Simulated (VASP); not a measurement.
# TiO2 (P4_2/mnm) in VASP: a series of runs, part 2 of 2

VASP 6.6.1.

### Step 4. Single point, r2SCAN, collinear spin

POSCAR

```
TiO2
1.0
    4.5941000000      0.0000000000      0.0000000000
    0.0000000000      4.5941000000      0.0000000000
    0.0000000000      0.0000000000      2.9589000000
Ti O
2 4
Direct
    0.0000000000      0.0000000000      0.0000000000
    0.5000000000      0.5000000000      0.5000000000
    0.3057000000      0.3057000000      0.0000000000
    0.1943000000      0.8057000000      0.5000000000
    0.6943000000      0.6943000000      0.0000000000
    0.8057000000      0.1943000000      0.5000000000
```

INCAR.step1

```
SYSTEM = TiO2
PREC = Accurate
ENCUT = 520
ISMEAR = -1
SIGMA = 0.01
LREAL = .False.
LASPH = .True.
NELM = 150
ISPIN = 2
MAGMOM = 1 -1 0 0 0 0
LMAXMIX = 4
NBANDS = 37
GGA = PE
ALGO = Normal
EDIFF = 1E-4
LWAVE = .True.
LCHARG = .False.
```

INCAR.step2

```
SYSTEM = TiO2
PREC = Accurate
ENCUT = 520
EDIFF = 1E-6
ISMEAR = -1
SIGMA = 0.01
LREAL = .False.
LASPH = .True.
NELM = 150
ALGO = Normal
ISIF = 2
LWAVE = .False.
LCHARG = .True.
ISPIN = 2
MAGMOM = 1 -1 0 0 0 0
LORBIT = 11
LMAXMIX = 4
METAGGA = R2SCAN
LMIXTAU = .True.
LELF = .True.
LVHAR = .True.
NBANDS = 37
ISTART = 1
```

KPOINTS

```
regular mesh
0
Gamma
  5 5 7
  0 0 0
```

Potentials or basis: VASP PAW PBE potentials, release 64 (Ti_sv, O).

The run is started by

```bash
$ cat potpaw_PBE.64/Ti_sv/POTCAR potpaw_PBE.64/O/POTCAR > POTCAR
$ cp INCAR.step1 INCAR
$ mpirun -np 1 vasp_std > vasp.out
$ cp INCAR.step2 INCAR
$ mpirun -np 1 vasp_std > vasp.out
```

OUTCAR:

```text
SYSTEM = TiO2
   PREC = Accurate
   ENCUT = 520
   EDIFF = 1E-6
   ISMEAR = -1
   LREAL = .False.
   LASPH = .True.
   NELM = 150
   ISIF = 2
   ISPIN = 2
   LORBIT = 11
   METAGGA = R2SCAN
   ISTART = 1

 ion  position               nearest neighbor table
   1  0.000  0.000  0.000-   4 1.94   6 1.94   4 1.94   6 1.94   5 1.99   3 1.99
   2  0.500  0.500  0.500-   3 1.94   5 1.94   3 1.94   5 1.94   4 1.99   6 1.99
   3  0.306  0.306  0.000-   2 1.94   2 1.94   1 1.99
   4  0.194  0.806  0.500-   1 1.94   1 1.94   2 1.99
   5  0.694  0.694  0.000-   2 1.94   2 1.94   1 1.99
   6  0.806  0.194  0.500-   1 1.94   1 1.94   2 1.99

  LATTYP: Found a simple tetragonal cell.
 ALAT       =     4.5941000000
 C/A-ratio  =     0.6440652141

  Lattice vectors:

 A1 = (   4.5941000000,   0.0000000000,   0.0000000000)
 A2 = (   0.0000000000,   4.5941000000,   0.0000000000)
 A3 = (   0.0000000000,   0.0000000000,   2.9589000000)

Analysis of symmetry for initial positions (statically):
=====================================================================
 Subroutine PRICEL returns:
 Original cell was already a primitive cell.

 Routine SETGRP: Setting up the symmetry group for a
[... 2086 lines left out ...]
  in kB       13.3917540     13.3917540     14.2700747      0.0000000      0.0000000      0.0000000
  external PRESSURE =      13.6845276 kB  Pullay stress =       0.0000000 kB

 VOLUME and BASIS-vectors are now :
 -----------------------------------------------------------------------------
  energy-cutoff  :      520.00
  volume of cell :       62.45
      direct lattice vectors                 reciprocal lattice vectors
     4.594100000  0.000000000  0.000000000     0.217670490  0.000000000  0.000000000
     0.000000000  4.594100000  0.000000000     0.000000000  0.217670490  0.000000000
     0.000000000  0.000000000  2.958900000     0.000000000  0.000000000  0.337963432

 POSITION                                       TOTAL-FORCE (eV/Angst)
 -----------------------------------------------------------------------------------
      0.00000      0.00000      0.00000         0.000000     -0.000000     -0.000000
      2.29705      2.29705      1.47945         0.000000     -0.000000     -0.000000
      1.40442      1.40442      0.00000        -0.129364     -0.129364     -0.000000
      0.89263      3.70147      1.47945         0.129364     -0.129364     -0.000000
      3.18968      3.18968      0.00000         0.129364      0.129364      0.000000
      3.70147      0.89263      1.47945        -0.129364      0.129364      0.000000
 -----------------------------------------------------------------------------------
    total drift:                                0.000000      0.000000      0.000000

  FREE ENERGIE OF THE ION-ELECTRON SYSTEM (eV)
  ---------------------------------------------------
  free  energy   TOTEN  =       -69.7916945544 eV

  energy  without entropy=      -69.7916945544  energy(sigma->0) =      -69.79169455

 total charge

# of ion       s       p       d       tot
------------------------------------------
    1        2.218   6.302   1.646  10.167
    2        2.218   6.302   1.646  10.167
    3        1.577   3.533   0.000   5.110
    4        1.577   3.533   0.000   5.110
    5        1.577   3.533   0.000   5.110
    6        1.577   3.533   0.000   5.110
--------------------------------------------------
tot         10.744  26.736   3.292  40.773

 magnetization (x)

# of ion       s       p       d       tot
------------------------------------------
    1       -0.000   0.000  -0.000  -0.000
    2        0.000  -0.000   0.000   0.000
    3        0.000  -0.000   0.000  -0.000
    4       -0.000   0.000   0.000   0.000
    5        0.000  -0.000   0.000  -0.000
    6       -0.000   0.000   0.000   0.000
--------------------------------------------------
tot          0.000   0.000   0.000   0.000
```

OUTCAR.step1:

```text
SYSTEM = TiO2
   PREC = Accurate
   ENCUT = 520
   ISMEAR = -1
   LREAL = .False.
   LASPH = .True.
   NELM = 150
[... 2131 lines left out ...]
      0.89263      3.70147      1.47945         0.156531     -0.156531      0.000000
      3.18968      3.18968      0.00000         0.156531      0.156531      0.000000
      3.70147      0.89263      1.47945        -0.156531      0.156531      0.000000
 -----------------------------------------------------------------------------------
    total drift:                                0.000000      0.000000      0.000000

  FREE ENERGIE OF THE ION-ELECTRON SYSTEM (eV)
  ---------------------------------------------------
  free  energy   TOTEN  =       -53.6418846080 eV

  energy  without entropy=      -53.6418846080  energy(sigma->0) =      -53.64188461
```

Wall time 8.6 min (1 thread of AMD EPYC 7R13, shared host); peak memory 0.22 GiB.

What came out:

```
Free energy                                           : -69.7917 eV
Pressure                                              : 1.4 GPa
Largest force                                         : 0.183 eV/Å
Band gap on the k mesh                                : 2.26 eV
Net moment                                            : 0.00 μB per cell
Valence electrons inside the program's atomic spheres : Ti 10.17; O 5.11
```

Forces on the atoms (eV/Å):
```
Ti   0.000  0.000  0.000
Ti   0.000  0.000  0.000
O   -0.129 -0.129  0.000
O    0.129 -0.129  0.000
O    0.129  0.129  0.000
O   -0.129  0.129  0.000
```

Stress tensor (GPa, compression positive):
```
1.34 0.00 0.00
0.00 1.34 0.00
0.00 0.00 1.43
```

Caveat: the PAW data sets were made with another functional, which shifts forces and pressure a little. r2SCAN opens gaps a little over a GGA but as a rule still falls short of measured ones.

### Step 5. Overview

```tsv
k mesh	smearing	gap on the mesh (eV)	pressure (GPa)	moment (μB)	largest force (eV/Å)
3 × 3 × 4	fermi-dirac 0.03 eV	2.26	1.4	0.00	0.19
5 × 5 × 7	fermi-dirac 0.03 eV	2.26	1.4	0.00	0.18
5 × 5 × 7	fermi-dirac 0.01 eV	2.26	1.4	0.00	0.18
```

Alike in all rows: task single point; level r2SCAN; potentials or basis VASP PAW PBE potentials, release 64 (Ti_sv, O); spin collinear; cell as given; cutoff (eV) 520.

Caveats: some runs use coarse meshes; the PAW data sets were made with another functional, which shifts forces and pressure a little.

Absolute energies hang on the potentials; compare differences alone.
